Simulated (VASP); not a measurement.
Rh:

```xyz
1
Lattice="0.0000 1.8979 1.8979 1.8979 0.0000 1.8979 1.8979 1.8979 0.0000" Properties=species:S:1:pos:R:3 pbc="T T T"
Rh    0.0000    0.0000    0.0000
```

* Program: VASP 6.6.1
* Task: relaxation of cell and atoms
* Functional: PBE
* Potentials or basis: VASP PAW PBE potentials, release 64 (Rh_pv)
* Cutoff: 600 eV
* k mesh: 12 × 12 × 12
* Occupations: fermi-dirac, width 0.05 eV
* Spin: no spin polarisation

At the start: pressure 7.4 GPa; volume 13.67 Å³/atom.

**Question.** How do energy, volume and symmetry change on relaxing?

**Answer.** Over 4 steps the energy falls by 7.8 meV/atom and the volume is 14.03 Å³/atom (+2.6 %); space group Fm-3m (No. 225, to 0.05 Å).

Step by step:
```csv
step,energy change (eV),largest force (eV/Å),pressure (GPa),volume (Å³)
1,0.0000,0.0000,7.45,13.67
2,0.0363,0.0000,-14.17,14.97
3,-0.0078,0.0000,-0.22,14.04
4,-0.0078,0.0000,-0.01,14.03
```

Final structure:
```cif
data_structure
_symmetry_space_group_name_H-M 'P 1'
_symmetry_Int_Tables_number 1
_cell_length_a 2.7073
_cell_length_b 2.7073
_cell_length_c 2.7073
_cell_angle_alpha 60.000
_cell_angle_beta 60.000
_cell_angle_gamma 60.000
_cell_volume 14.03
loop_
_atom_site_label
_atom_site_type_symbol
_atom_site_fract_x
_atom_site_fract_y
_atom_site_fract_z
_atom_site_occupancy
Rh1 Rh 0.00000 0.00000 0.00000 1
```
